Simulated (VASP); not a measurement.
The system is PbF2.

```
CELL_PARAMETERS angstrom
0.00000 2.96366 2.96366
2.96366 0.00000 2.96366
2.96366 2.96366 0.00000
ATOMIC_POSITIONS crystal
Pb 0.00000 0.00000 0.00000
F 0.75000 0.75000 0.75000
F 0.25000 0.25000 0.25000
```

```yaml
Program: VASP 6.6.1
Task: relaxation of cell and atoms
Functional: PBEsol
Dispersion: D3(BJ)
Potentials_or_basis: VASP PAW PBE potentials, release 64 (Pb_d, F)
Cutoff: 600 eV
k_mesh: 8 × 8 × 8
Occupations: fermi-dirac, width 0.05 eV
Spin: no spin polarisation
```

At the start: pressure -2.6 GPa; volume 17.35 Å³/atom.

Task: Where does the relaxation end?

Result: Over 3 steps the energy falls by 5.2 meV/atom and the volume is 16.74 Å³/atom (-3.5 %); space group Fm-3m (No. 225, to 0.1 Å) before and after.

The path:
```tsv
step	energy change (eV)	largest force (eV/Å)	pressure (GPa)	volume (Å³)
1	0.0000	0.0000	-2.64	52.06
2	-0.0152	0.0000	0.48	49.94
3	-0.0156	0.0000	0.00	50.23
```

Final structure:
```
Pb F
1.0
     0.00000    2.92847    2.92847
     2.92847    0.00000    2.92847
     2.92847    2.92847    0.00000
Pb F
1 2
Cartesian
  0.0000 0.0000 0.0000
  4.3927 4.3927 4.3927
  1.4642 1.4642 1.4642
```

Caveat: the PAW data sets were made with another functional, which shifts forces and pressure a little.
